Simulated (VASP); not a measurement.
# Pb (P6_3/mmc) in VASP: notebook

Runs on Pb. Level: PBE. Tasks: single point.

Everything below comes from runs of VASP 6.6.1. Logs are shortened: lines on timing, memory, paths and dates and some standing lists are left out, and cuts for length are marked.

## 1. The cell of the first run

The structure is hexagonal, space group P6_3/mmc (No. 194). Conventional cell: a = 3.275 Å, b = 3.275 Å, c = 5.474 Å, α = 90.00°, β = 90.00°, γ = 120.00°. Within 4.3 Å of Pb (site symmetry -6m2) lie 12 Pb at 3.28 to 3.33 Å.

This isn't the form of Pb at room conditions, which is fcc.

## 2. Single point, PBE (25.43 Å³/atom)

Contents of INCAR:

```
SYSTEM = Pb
ALGO     = Fast           ! electronic algorithm
EDIFF    = 1E-7           ! SCF threshold, eV
ENCUT    = 520            ! plane-wave cutoff, eV
GGA      = PE             ! functional
ISIF     = 2              ! what is computed and relaxed
ISMEAR   = 0              ! smearing method
LASPH    = .TRUE.         ! aspherical terms in the spheres
LCHARG   = .TRUE.         ! write CHGCAR
LELF     = .TRUE.         ! ELF
LREAL    = .FALSE.        ! projectors in reciprocal space
LVHAR    = .TRUE.       
LWAVE    = .FALSE.        ! write WAVECAR
NBANDS   = 21             ! bands
NELM     = 100            ! most SCF steps
PREC     = Accurate       ! precision mode
SIGMA    = 0.05           ! smearing width, eV
```

Contents of KPOINTS:

```
k-points
0
G
  16 16 8
  0 0 0
```

Contents of POSCAR:

```
Pb
1.0
    3.2753624351      0.0000000000      0.0000000000
   -1.6376812176      2.8365470754      0.0000000000
    0.0000000000      0.0000000000      5.4741176958
Pb
2
Direct
    0.3333333333      0.6666666667      0.2500000000
    0.6666666667      0.3333333333      0.7500000000
```

Potentials or basis: VASP PAW PBE potentials, release 64 (Pb_d).

Command:

```sh
$ cat potpaw_PBE.64/Pb_d/POTCAR > POTCAR
$ mpirun -np 1 vasp_std > vasp.out
```

OUTCAR:

```text
SYSTEM = Pb
   EDIFF = 1E-7
   ENCUT = 520
   GGA = PE
   ISIF = 2
   ISMEAR = 0
   LASPH = .TRUE.
   LREAL = .FALSE.
   NELM = 100
   PREC = Accurate

 ion  position               nearest neighbor table
   1  0.333  0.667  0.250-   2 3.33   2 3.33   2 3.33   2 3.33   2 3.33   2 3.33
   2  0.667  0.333  0.750-   1 3.33   1 3.33   1 3.33   1 3.33   1 3.33   1 3.33

  LATTYP: Found a hexagonal cell.
 ALAT       =     3.2753624351
 C/A-ratio  =     1.6713013611

  Lattice vectors:

 A1 = (   3.2753624351,   0.0000000000,   0.0000000000)
 A2 = (  -1.6376812176,   2.8365470754,   0.0000000000)
 A3 = (   0.0000000000,   0.0000000000,   5.4741176958)

Analysis of symmetry for initial positions (statically):
=====================================================================
 Subroutine PRICEL returns:
 Original cell was already a primitive cell.

 Routine SETGRP: Setting up the symmetry group for a
 hexagonal supercell.

 Subroutine GETGRP returns: Found 24 space group operations
 (whereof 12 operations were pure point group operations)
 out of a pool of 24 trial point group operations.

The static configuration has the point symmetry D_3d.
 The point group associated with its full space group is D_6h.

Analysis of symmetry for dynamics (positions and initial velocities):
=====================================================================
 Subroutine PRICEL returns:
 Original cell was already a primitive cell.

 Routine SETGRP: Setting up the symmetry group for a
 hexagonal supercell.

 Subroutine GETGRP returns: Found 24 space group operations
 (whereof 12 operations were pure point group operations)
 out of a pool of 24 trial point group operations.

The dynamic configuration has the point symmetry D_3d.
 The point group associated with its full space group is D_6h.

 Subroutine INISYM returns: Found 24 space group operations
 (whereof 12 operations are pure point group operations),
 and found     1 'primitive' translations

----------------------------------------------------------------------------------------

                                     Primitive cell

  volume of cell :      50.8585

  direct lattice vectors                    reciprocal lattice vectors
     3.275362435  0.000000000  0.000000000     0.305309724  0.176270651  0.000000000
    -1.637681218  2.836547075  0.000000000     0.000000000  0.352541302  0.000000000
     0.000000000  0.000000000  5.474117696     0.000000000  0.000000000  0.182677841

  length of vectors
     3.275362435  3.275362435  5.474117696     0.352541302  0.352541302  0.182677841

  position of ions in fractional coordinates (direct lattice)
     0.333333333  0.666666667  0.250000000
     0.666666667  0.333333333  0.750000000

  ion indices of the primitive-cell ions
   primitive index   ion index
                 1           1
                 2           2

----------------------------------------------------------------------------------------

 KPOINTS: k-points

Automatic generation of k-mesh.
 Grid dimensions read from file:
 generate k-points for:   16   16    8

 Generating k-lattice:

  Cartesian coordinates                     Fractional coordinates (reciprocal lattice)
     0.019081858  0.011016916  0.000000000     0.062500000  0.000000000  0.000000000
     0.000000000  0.022033831  0.000000000     0.000000000  0.062500000  0.000000000
     0.000000000  0.000000000  0.022834730     0.000000000  0.000000000  0.125000000

  Length of vectors
     0.022033831  0.022033831  0.022834730

  Shift w.r.t. Gamma in fractional coordinates (k-lattice)
     0.000000000  0.000000000  0.000000000

 Subroutine IBZKPT returns following result:
 ===========================================

 Found    150 irreducible k-points:

 Following reciprocal coordinates:
            Coordinates               Weight
  0.000000  0.000000  0.000000      1.000000
  0.062500 -0.000000  0.000000      6.000000
  0.125000 -0.000000  0.000000      6.000000
  0.187500 -0.000000  0.000000      6.000000
  0.250000 -0.000000  0.000000      6.000000
  0.312500 -0.000000  0.000000      6.000000
[... 16 lines left out ...]
  0.187500  0.187500  0.000000      6.000000
  0.250000  0.187500  0.000000     12.000000
 [... further k-points ...]
   k-points           NKPTS =    150   k-points in BZ     NKDIM =    150   number of bands    NBANDS=     21
   number of dos      NEDOS =    301   number of ions     NIONS =      2
   total plane-waves  NPLWV =  24192
   dimension x,y,z NGX =    24 NGY =   24 NGZ =   42
   dimension x,y,z NGXF=    48 NGYF=   48 NGZF=   84
   ions per type =               2
   NGX,Y,Z   is equivalent  to a cutoff of  12.18, 12.18, 12.76 a.u.
   NGXF,Y,Z  is equivalent  to a cutoff of  24.36, 24.36, 25.51 a.u.
 SYSTEM =  Pb
   PREC   = accura    normal or accurate (medium, high low for compatibility)
   ISTART =      0    job   : 0-new  1-cont  2-samecut
   ICHARG =      2    charge: 1-file 2-atom 10-const
   ISPIN  =      1    spin polarized calculation?
   LNONCOLLINEAR =      F non collinear calculations
   LSORBIT =      F    spin-orbit coupling
   LASPH  =      T    aspherical Exc in radial PAW
   ENCUT  =  520.0 eV  38.22 Ry    6.18 a.u.   6.09  6.09 10.18*2*pi/ulx,y,z
   NELM   =    100;   NELMIN=  2; NELMDL= -5     # of ELM steps
   EDIFF  = 0.1E-06   stopping-criterion for ELM
   LREAL  =      F    real-space projection
   EDIFFG = 0.1E-05   stopping-criterion for IOM
   NSW    =      0    number of steps for IOM
   IBRION =     -1    ionic relax: 0-MD 1-quasi-New 2-CG
   NFREE  =      0    steps in history (QN), initial steepest desc. (CG)
   ISIF   =      2    stress and relaxation
   ISYM   =      2    0-nonsym 1-usesym 2-fastsym
   POTIM  = 0.5000    time-step for ionic-motion
   TEBEG  =    0.0;   TEEND  =   0.0 temperature during run
   PSTRESS=    0.0 pullay stress
   NELECT =      28.0000    total number of electrons
   NUPDOWN=      -1.0000    fix difference up-down
   EMIN   =  10.00;   EMAX   =-10.00  energy-range for DOS
   EFERMI =   0.00;   METHOD = LEGACY
   ISMEAR =     0;   SIGMA  =   0.05  broadening in eV -4-tet -1-fermi 0-gaus
   EFERMI_NEDOS =   21; number of points for ismear=-14 and -15
   IALGO  =     68    algorithm
   IMIX   =      4    mixing-type and parameters
     AMIX     =   0.40;   BMIX     =  1.00
     AMIX_MAG =   1.60;   BMIX_MAG =  1.00
  volume/ion in A,a.u.               =      25.43       171.61
  Fermi-wavevector in a.u.,A,eV,Ry     =   1.341754  2.535548 24.494633  1.800305
  Thomas-Fermi vector in A             =   2.469963
   LORBIT       =      0    0 simple, 1 ext, 2 COOP (PROOUT), +10 PAW based schemes
   GGA     = PE    functional components
   LHFCALC =     F    Hartree Fock is set to
   AEXX    =    0.0000 exact exchange contribution
   IVDW    =     0    specifies the selected vdW correction
   LEPSILON=     F    determine dielectric tensor
   LRPA    =     F    only Hartree local field effects (RPA)
 non-spin polarized calculation
 RMM-DIIS sequential band-by-band and
 Gauss-broadening in eV      SIGMA  =   0.05
  energy-cutoff  :      520.00
  volume of cell :       50.86
 maximum number of plane-waves:      1394
   NGX = 13   NGY = 13   NGZ = 21

 number of electron      27.9999997 magnetization

 Free energy of the ion-electron system (eV)
  ---------------------------------------------------
  ext. energy  EPLUGINS =         0.00000000
  ---------------------------------------------------
  free energy    TOTEN  =        -6.60714979 eV

  energy without entropy =       -6.60606535  energy(sigma->0) =       -6.60660757

 E-fermi :   9.3727     XC(G=0): -11.0625

 val. band max:        9.3685288754   @ k =   0.2500   0.0625   0.2500
 cond. band min:       9.3740113289   @ k =   0.5000  -0.0000   0.1250
 fundamental gap:      0.0054824535
 Fermi energy:         9.3726909034

 k-point     1 :       0.0000    0.0000    0.0000
  band No.  band energies     occupation
      1      -7.9380      2.00000
      2      -7.8599      2.00000
      3      -7.8161      2.00000
      4      -7.8161      2.00000
      5      -7.7813      2.00000
      6      -7.7813      2.00000
[... 13 lines left out ...]
     20      19.3870      0.00000
     21      21.6787      0.00000

 k-point     2 :       0.0625   -0.0000    0.0000
  band No.  band energies     occupation
      1      -7.9286      2.00000
      2      -7.8622      2.00000
      3      -7.8079      2.00000
      4      -7.7999      2.00000
      5      -7.7811      2.00000
      6      -7.7659      2.00000
[... 13 lines left out ...]
     20      19.8368      0.00000
     21      21.1395      0.00000

 k-point     3 :       0.1250   -0.0000    0.0000
  band No.  band energies     occupation
      1      -7.9237      2.00000
      2      -7.8549      2.00000
      3      -7.7984      2.00000
      4      -7.7594      2.00000
      5      -7.7536      2.00000
      6      -7.7214      2.00000
[... 13 lines left out ...]
     20      20.1064      0.00000
     21      20.4998      0.00000

 k-point     4 :       0.1875   -0.0000    0.0000
  band No.  band energies     occupation
      1      -7.9538      2.00000
      2      -7.8257      2.00000
      3      -7.7978      2.00000
      4      -7.7335      2.00000
      5      -7.7037      2.00000
      6      -7.6975      2.00000
[... 13 lines left out ...]
     20      19.6093      0.00000
     21      20.4720      0.00000

 k-point     5 :       0.2500   -0.0000    0.0000
  band No.  band energies     occupation
      1      -7.9974      2.00000
      2      -7.8424      2.00000
      3      -7.7867      2.00000
      4      -7.7482      2.00000
      5      -7.7300      2.00000
      6      -7.6190      2.00000
[... 13 lines left out ...]
     20      19.4041      0.00000
     21      20.3393      0.00000

 k-point     6 :       0.3125   -0.0000    0.0000
  band No.  band energies     occupation
      1      -8.0412      2.00000
      2      -7.8685      2.00000
      3      -7.8434      2.00000
      4      -7.7549      2.00000
      5      -7.6948      2.00000
      6      -7.5984      2.00000
[... 13 lines left out ...]
     20      18.9291      0.00000
     21      20.9975      0.00000

 k-point     7 :       0.3750   -0.0000    0.0000
  band No.  band energies     occupation
      1      -8.0779      2.00000
      2      -7.8934      2.00000
      3      -7.8927      2.00000
      4      -7.7752      2.00000
      5      -7.6512      2.00000
      6      -7.6310      2.00000
[... 13 lines left out ...]
     20      18.5404      0.00000
     21      21.1404      0.00000
[... 291 lines left out ...]
      1      -8.0094      2.00000
      2      -7.9028      2.00000
      3      -7.8424      2.00000
      4      -7.7797      2.00000
      5      -7.6718      2.00000
      6      -7.6311      2.00000
[... 13 lines left out ...]
     20      18.7591      0.00000
     21      22.1443      0.00000

 k-point    21 :       0.3750    0.1250    0.0000
  band No.  band energies     occupation
      1      -8.0314      2.00000
      2      -7.9357      2.00000
      3      -7.8489      2.00000
      4      -7.7835      2.00000
      5      -7.6552      2.00000
      6      -7.6333      2.00000
[... 13 lines left out ...]
     20      18.6096      0.00000
     21      23.1053      0.00000

 k-point    22 :       0.4375    0.1250    0.0000
  band No.  band energies     occupation
      1      -8.0391      2.00000
      2      -7.9472      2.00000
      3      -7.8518      2.00000
      4      -7.7841      2.00000
      5      -7.6643      2.00000
      6      -7.6184      2.00000
[... 13 lines left out ...]
     20      18.5590      0.00000
     21      23.2992      0.00000

 k-point    23 :       0.1875    0.1875    0.0000
  band No.  band energies     occupation
      1      -7.8987      2.00000
      2      -7.8845      2.00000
      3      -7.8456      2.00000
      4      -7.7726      2.00000
      5      -7.7022      2.00000
      6      -7.6515      2.00000
[... 13 lines left out ...]
     20      20.5738      0.00000
     21      21.1899      0.00000

 k-point    24 :       0.2500    0.1875    0.0000
  band No.  band energies     occupation
      1      -7.9221      2.00000
      2      -7.8947      2.00000
      3      -7.8414      2.00000
      4      -7.7798      2.00000
      5      -7.6809      2.00000
      6      -7.6207      2.00000
[... 13 lines left out ...]
     20      20.6482      0.00000
     21      22.0126      0.00000

 [... further k-points ...]
[... 5 lines left out ...]
  --------------------------------------------------------------------------------------
  -------------------------------------------------------------------------------------
  Total        4.8498282      4.8498282      4.8388413     -0.0000000      0.0000000      0.0000000
  in kB      152.7824430    152.7824430    152.4363264     -0.0000000      0.0000000      0.0000000
  external PRESSURE =     152.6670708 kB  Pullay stress =       0.0000000 kB

 VOLUME and BASIS-vectors are now :
 -----------------------------------------------------------------------------
  energy-cutoff  :      520.00
  volume of cell :       50.86
      direct lattice vectors                 reciprocal lattice vectors
     3.275362435  0.000000000  0.000000000     0.305309724  0.176270651  0.000000000
    -1.637681218  2.836547075  0.000000000     0.000000000  0.352541302  0.000000000
     0.000000000  0.000000000  5.474117696     0.000000000  0.000000000  0.182677841

 POSITION                                       TOTAL-FORCE (eV/Angst)
 -----------------------------------------------------------------------------------
     -0.00000      1.89103      1.36853        -0.000000      0.000000      0.000000
      1.63768      0.94552      4.10559         0.000000     -0.000000      0.000000
 -----------------------------------------------------------------------------------
    total drift:                                0.000000     -0.000000      0.000000

  FREE ENERGIE OF THE ION-ELECTRON SYSTEM (eV)
  ---------------------------------------------------
  free  energy   TOTEN  =        -6.6071497888 eV

  energy  without entropy=       -6.6060653530  energy(sigma->0) =       -6.60660757
```

It took 68 s on 1 thread of Intel Xeon 6975P-C (Granite Rapids), shared host; peak memory 0.24 GiB.

What came out:

| Quantity | Value |
| --- | --- |
| Free energy | -6.6071 eV |
| Pressure | 15.3 GPa |
| Band gap on the k mesh | zero (bands 14 and 15 overlap by 9.13 eV) |

Caveat: the cell stands under pressure; spin-orbit coupling is left out, which moves the levels of the heavy elements.

## 3. Single point, PBE (33.06 Å³/atom)

This run uses another cell than the first one, of 33.06 Å³/atom.

Contents of INCAR:

```
SYSTEM = Pb
ALGO = Fast
EDIFF = 1E-6
ENCUT = 520
GGA = PE
ISIF = 2
ISMEAR = 0
LASPH = .True.
LCHARG = .True.
LELF = .True.
LREAL = .False.
LVHAR = .True.
LWAVE = .False.
NBANDS = 21
NELM = 80
PREC = Accurate
SIGMA = 0.05
```

Contents of KPOINTS:

```
k-points
0
Gamma
  14 14 8
  0 0 0
```

Contents of POSCAR:

```
Pb
1.0
    3.5859397552      0.0000000000      0.0000000000
   -1.7929698776      3.1055149244      0.0000000000
    0.0000000000      0.0000000000      5.9370435228
Pb
2
Direct
    0.3333333333      0.6666666667      0.2500000000
    0.6666666667      0.3333333333      0.7500000000
```

Potentials or basis: VASP PAW PBE potentials, release 64 (Pb_d).

Command:

```sh
$ cat potpaw_PBE.64/Pb_d/POTCAR > POTCAR
$ mpirun -np 1 vasp_std > vasp.out
```

OUTCAR:

```text
SYSTEM = Pb
   EDIFF = 1E-6
   ENCUT = 520
   GGA = PE
   ISIF = 2
   ISMEAR = 0
   LASPH = .True.
   LREAL = .False.
   NELM = 80
   PREC = Accurate

 ion  position               nearest neighbor table
   1  0.333  0.667  0.250-   2 3.62   2 3.62   2 3.62   2 3.62   2 3.62   2 3.62
   2  0.667  0.333  0.750-   1 3.62   1 3.62   1 3.62   1 3.62   1 3.62   1 3.62

  LATTYP: Found a hexagonal cell.
 ALAT       =     3.5859397552
 C/A-ratio  =     1.6556450828

  Lattice vectors:

 A1 = (   3.5859397552,   0.0000000000,   0.0000000000)
 A2 = (  -1.7929698776,   3.1055149244,   0.0000000000)
[... 192 lines left out ...]
      4     -10.6614      2.00000
      5     -10.6470      2.00000
      6     -10.6470      2.00000
[... 565 lines left out ...]
     20      18.3039      0.00000
     21      19.7152      0.00000

 [... further k-points ...]
[... 5 lines left out ...]
  --------------------------------------------------------------------------------------
  -------------------------------------------------------------------------------------
  Total       -0.5808046     -0.5808046     -0.6096904      0.0000000      0.0000000      0.0000000
  in kB      -14.0745253    -14.0745253    -14.7745095      0.0000000      0.0000000      0.0000000
  external PRESSURE =     -14.3078534 kB  Pullay stress =       0.0000000 kB

 VOLUME and BASIS-vectors are now :
 -----------------------------------------------------------------------------
  energy-cutoff  :      520.00
  volume of cell :       66.12
      direct lattice vectors                 reciprocal lattice vectors
     3.585939755  0.000000000  0.000000000     0.278866927  0.161003895  0.000000000
    -1.792969878  3.105514924  0.000000000     0.000000000  0.322007791  0.000000000
     0.000000000  0.000000000  5.937043523     0.000000000  0.000000000  0.168434002

 POSITION                                       TOTAL-FORCE (eV/Angst)
 -----------------------------------------------------------------------------------
     -0.00000      2.07034      1.48426        -0.000000      0.000000      0.000000
      1.79297      1.03517      4.45278         0.000000      0.000000      0.000000
 -----------------------------------------------------------------------------------
    total drift:                               -0.000000      0.000000      0.000000

  FREE ENERGIE OF THE ION-ELECTRON SYSTEM (eV)
  ---------------------------------------------------
  free  energy   TOTEN  =        -7.0871540957 eV

  energy  without entropy=       -7.0847709008  energy(sigma->0) =       -7.08596250
```

stdout:

```text
POSCAR found type information on POSCAR Pb
 POSCAR found :  1 types and       2 ions
 scaLAPACK will be used
 LDA part: xc-table for (Slater+PW92), standard interpolation
 POSCAR, INCAR and KPOINTS ok, starting setup
 FFT: planning ... GRIDC
 FFT: planning ... GRID_SOFT
 FFT: planning ... GRID
 WAVECAR not read
 entering main loop
```

Run time: 82 s. Hardware: 1 thread of Intel Xeon 6975P-C (Granite Rapids), shared host; peak memory 0.27 GiB.

Results:

```yaml
Free_energy: -7.0872 eV
Pressure: -1.4 GPa
Band_gap_on_the_k_mesh: zero (bands 14 and 15 overlap by 6.81 eV)
```

Levels at points of the mesh, in eV from the Fermi level:
| k point | band 11 | band 12 | band 13 | band 14 | band 15 | band 16 | band 17 | band 18 |
| --- | --- | --- | --- | --- | --- | --- | --- | --- |
| (0.00, 0.00, 0.00) | -11.17 | -8.13 | -3.79 | 5.27 | 5.27 | 6.66 | 6.81 | 6.81 |
| (0.50, 0.00, 0.00) | -8.12 | -7.07 | -2.79 | -1.43 | -0.36 | 1.70 | 2.08 | 5.13 |
| (0.00, 0.00, 0.50) | -10.12 | -10.12 | 0.51 | 0.51 | 6.00 | 6.00 | 6.00 | 6.00 |
| (0.50, 0.00, 0.50) | -7.49 | -7.49 | -3.30 | -3.30 | 3.17 | 3.17 | 3.27 | 3.27 |

Caveat: spin-orbit coupling is left out, which moves the levels of the heavy elements.

The gap in the log of VASP goes by the Fermi energy; the results here count the filled bands.